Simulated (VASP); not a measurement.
# CdO (Fm-3m) in VASP: a series of runs, part 2 of 2

VASP 6.6.1. The steps go on from the part before.

## (3) Single point, revPBE

INCAR

```
PREC = Accurate ; ENCUT = 700
EDIFF = 1E-6 ; ISMEAR = -1
SIGMA = 0.05 ; LREAL = False
LASPH = True ; NELM = 120
ALGO = Normal ; ISIF = 2
LWAVE = False ; LCHARG = False
GGA = RE ; NBANDS = 20
GGA_COMPAT = False
```

KPOINTS

```
regular mesh
0
Gamma
  10 10 10
```

POSCAR

```
CdO
1.0
    0.0000000000      2.3015375624      2.3015375624
    2.3015375624      0.0000000000      2.3015375624
    2.3015375624      2.3015375624      0.0000000000
Cd O
1 1
Direct
    0.0000000000      0.0000000000      0.0000000000
    0.5000000000      0.5000000000      0.5000000000
```

Potentials or basis: VASP PAW PBE potentials, release 64 (Cd_sv_GW, O).

Started as:

```
> cat potpaw_PBE.64/Cd_sv_GW/POTCAR potpaw_PBE.64/O/POTCAR > POTCAR
> mpirun -np 1 vasp_std > vasp.out
```

It took 33 s on 1 thread of Intel Xeon Platinum 8259CL at 2.50GHz (Skylake/Cascade Lake), shared host; peak memory 0.19 GiB.

The run converged. Its results:

| Quantity | Value |
| --- | --- |
| Free energy | -6.9549 eV |
| Pressure | 20.4 GPa |
| Band gap on the k mesh | zero (bands 13 and 14 overlap by 0.23 eV) |

Levels at points of the mesh, in eV from the Fermi level:
```csv
k point,band 10,band 11,band 12,band 13,band 14,band 15,band 16,band 17
"(0.00, 0.00, 0.00)",-6.67,-1.77,-1.77,-1.77,-0.39,14.45,17.35,17.35
"(0.50, 0.00, 0.00)",-6.39,-4.10,-0.16,-0.16,4.37,7.68,12.11,12.11
"(0.50, 0.50, 0.00)",-5.83,-4.91,-2.78,-2.78,4.10,8.69,11.35,13.77
```

Caveat: the cell stands under pressure; semilocal functionals underestimate gaps, and a narrow one can read as zero; the PAW data sets were made with another functional, which shifts forces and pressure a little.

## (4) Single point, PBE+D4

This run uses another cell than the first one, of 12.71 Å³/atom.

INCAR

```
SYSTEM = CdO
ALGO = Normal
EDIFF = 1E-6
ENCUT = 700
GGA = PE
GGA_COMPAT = .FALSE.
ISIF = 2
ISMEAR = -1
IVDW = 13
LASPH = .TRUE.
LCHARG = .FALSE.
LREAL = .FALSE.
LWAVE = .FALSE.
NBANDS = 20
NELM = 120
PREC = Accurate
SIGMA = 0.05
```

KPOINTS

```
k-points
0
G
  10 10 10
  0 0 0
```

POSCAR

```
CdO
1.0
    0.0000000000      2.3337310685      2.3337310685
    2.3337310685      0.0000000000      2.3337310685
    2.3337310685      2.3337310685      0.0000000000
Cd O
1 1
Direct
    0.0000000000      0.0000000000      0.0000000000
    0.5000000000      0.5000000000      0.5000000000
```

Potentials or basis: VASP PAW PBE potentials, release 64 (Cd_sv_GW, O).

Started as:

```
> cat potpaw_PBE.64/Cd_sv_GW/POTCAR potpaw_PBE.64/O/POTCAR > POTCAR
> mpirun -np 1 vasp_std > vasp.out
```

OUTCAR:

```text
SYSTEM = CdO
   EDIFF = 1E-6
   ENCUT = 700
   GGA = PE
   ISIF = 2
   ISMEAR = -1
   IVDW = 13
   LASPH = .TRUE.
   LREAL = .FALSE.
   NELM = 120
   PREC = Accurate

 ion  position               nearest neighbor table
   1  0.000  0.000  0.000-
   2  0.500  0.500  0.500-

  LATTYP: Found a face centered cubic cell.
 ALAT       =     4.6674621370

  Lattice vectors:

 A1 = (   0.0000000000,   2.3337310685,   2.3337310685)
 A2 = (   2.3337310685,   0.0000000000,   2.3337310685)
 A3 = (   2.3337310685,   2.3337310685,   0.0000000000)
[... 736 lines left out ...]

  DFT-D4 for vdW energy calculation

  Edisp (eV):   -0.63920

  FORCE on cell =-STRESS in cart. coord.  units (eV):
  Direction    XX          YY          ZZ          XY          YZ          ZX
  --------------------------------------------------------------------------------------
  -------------------------------------------------------------------------------------
  Total       0.85864     0.85864     0.85864     0.00000     0.00000    -0.00000
  in kB      54.11792    54.11792    54.11792     0.00000     0.00000    -0.00000
  external pressure =       54.12 kB  Pullay stress =        0.00 kB

 VOLUME and BASIS-vectors are now :
 -----------------------------------------------------------------------------
  energy-cutoff  :      700.00
  volume of cell :       25.42
      direct lattice vectors                 reciprocal lattice vectors
     0.000000000  2.333731069  2.333731069    -0.214249194  0.214249194  0.214249194
     2.333731069  0.000000000  2.333731069     0.214249194 -0.214249194  0.214249194
     2.333731069  2.333731069  0.000000000     0.214249194  0.214249194 -0.214249194

 POSITION                                       TOTAL-FORCE (eV/Angst)
 -----------------------------------------------------------------------------------
      0.00000      0.00000      0.00000        -0.000000      0.000000      0.000000
      2.33373      2.33373      2.33373         0.000000     -0.000000     -0.000000
 -----------------------------------------------------------------------------------
    total drift:                                0.000000      0.000000      0.000000

  FREE ENERGIE OF THE ION-ELECTRON SYSTEM (eV)
  ---------------------------------------------------
  free  energy   TOTEN  =        -8.4267830709 eV

  energy  without entropy=       -8.4262540780  energy(sigma->0) =       -8.42651857
```

stdout:

```text
POSCAR found type information on POSCAR CdO
 POSCAR found :  2 types and       2 ions
 scaLAPACK will be used
 LDA part: xc-table for (Slater+PW92), standard interpolation
 POSCAR, INCAR and KPOINTS ok, starting setup
 FFT: planning ... GRIDC
 FFT: planning ... GRID_SOFT
 FFT: planning ... GRID
 WAVECAR not read
 entering main loop
```

Run time: 22 s. Hardware: 1 thread of Intel Xeon Platinum 8488C (Sapphire Rapids), shared host; peak memory 0.19 GiB.

Results:

- Free energy: -8.4268 eV
- Pressure: 5.4 GPa
- Band gap on the k mesh: zero (bands 13 and 14 overlap by 0.37 eV)
- Dispersion energy per atom: -0.320 eV

Levels at points of the mesh, in eV from the Fermi level:
| k point | band 11 | band 12 | band 13 | band 14 | band 15 | band 16 |
| --- | --- | --- | --- | --- | --- | --- |
| (0.00, 0.00, 0.00) | -1.60 | -1.60 | -1.60 | -0.53 | 14.37 | 17.01 |
| (0.50, 0.00, 0.00) | -4.01 | -0.16 | -0.16 | 4.28 | 7.31 | 11.83 |
| (0.50, 0.50, 0.00) | -4.63 | -2.58 | -2.58 | 3.84 | 8.44 | 11.15 |

Caveat: the cell stands under pressure; semilocal functionals underestimate gaps, and a narrow one can read as zero.

## (5) Summary

```csv
level,cell,gap on the mesh (eV),pressure (GPa)
BLYP+D3(BJ),"a = 3.255 Å, angles 60.0°, 2 atoms",none,14.7
revPBE,"a = 3.255 Å, angles 60.0°, 2 atoms",none,20.4
PBE+D4,"a = 3.300 Å, angles 60.0°, 2 atoms",none,5.4
```

Alike in all rows: task single point; potentials or basis VASP PAW PBE potentials, release 64 (Cd_sv_GW, O); no spin polarisation; k mesh 10 × 10 × 10; cutoff (eV) 700; smearing fermi-dirac 0.05 eV.

Caveats: the cell stands under pressure; semilocal functionals underestimate gaps, and a narrow one can read as zero; the PAW data sets were made with another functional, which shifts forces and pressure a little (at least some runs).

Total energies depend on the potentials used, so only differences within one code and one set of settings carry meaning.
